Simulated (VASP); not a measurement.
Bi: relaxation of cell and atoms with PBEsol

Bi:

```
CELL_PARAMETERS angstrom
-1.98143 1.98143 1.98143
1.98143 -1.98143 1.98143
1.98143 1.98143 -1.98143
ATOMIC_POSITIONS crystal
Bi 0.00000 0.00000 0.00000
```

* Program: VASP 6.6.1
* Task: relaxation of cell and atoms
* Functional: PBEsol
* Potentials or basis: VASP PAW PBE potentials, release 64 (Bi_d)
* Cutoff: 600 eV
* k mesh: 9 × 9 × 9
* Occupations: fermi-dirac, width 0.05 eV
* Spin: no spin polarisation
* Target pressure: 30 GPa
* Dipole correction: no
* Further INCAR settings: ALGO = Normal; EDIFF = 1e-06; IBRION = 2; EDIFFG = -0.005; NSW = 80; ISIF = 3

```json
{"Relaxed volume": "22.93 Å³/atom", "Relaxed cell": "a = 3.100 Å, b = 3.100 Å, c = 3.100 Å, α = 109.47°, β = 109.47°, γ = 109.47°", "Space group after relaxing (to 0.05 Å)": "Im-3m (No. 229)", "Energy change on relaxing (the enthalpy is what falls)": "+501.5 meV/atom", "Ionic steps": "9", "Pressure after relaxing": "30.0 GPa"}
```

The path:
```
step  energy change (eV)  largest force (eV/Å)  pressure (GPa)  volume (Å³)
   1              0.0000                0.0000           -1.96        31.12
   2             15.9142                0.0000          696.50        10.70
   3              0.0278                0.0000            5.32        27.82
   4              0.1319                0.0000           12.24        25.87
   5              0.6061                0.0000           34.52        22.41
   6              0.4867                0.0000           29.36        23.01
   7              0.5140                0.0000           30.54        22.87
   8              0.4728                0.0000           28.74        23.09
   9              0.5015                0.0000           30.00        22.93
```

Final structure:
```cif
data_structure
_symmetry_space_group_name_H-M 'P 1'
_symmetry_Int_Tables_number 1
_cell_length_a 3.1000
_cell_length_b 3.1000
_cell_length_c 3.1000
_cell_angle_alpha 109.471
_cell_angle_beta 109.471
_cell_angle_gamma 109.471
_cell_volume 22.93
loop_
_atom_site_label
_atom_site_type_symbol
_atom_site_fract_x
_atom_site_fract_y
_atom_site_fract_z
_atom_site_occupancy
Bi1 Bi 0.00000 0.00000 0.00000 1
```

Levels at points of the mesh, in eV from the Fermi level:
```
           k point  band 5  band 6  band 7  band 8  band 9  band 10
(0.00, 0.00, 0.00)  -23.26  -16.37    7.50    7.50    7.50    10.13
```

It took 67 s on 1 thread of AMD EPYC 7R13 Processor (Zen 3), on a shared host, peak memory 0.15 GiB.

Caveat: the cell is relaxed towards a set pressure, so the enthalpy falls and the energy may rise; the volume moved by over 15 % at a fixed basis, so the end points are rough; the PAW data sets were made with another functional, which shifts forces and pressure a little; spin-orbit coupling is left out, which moves the levels of the heavy elements.
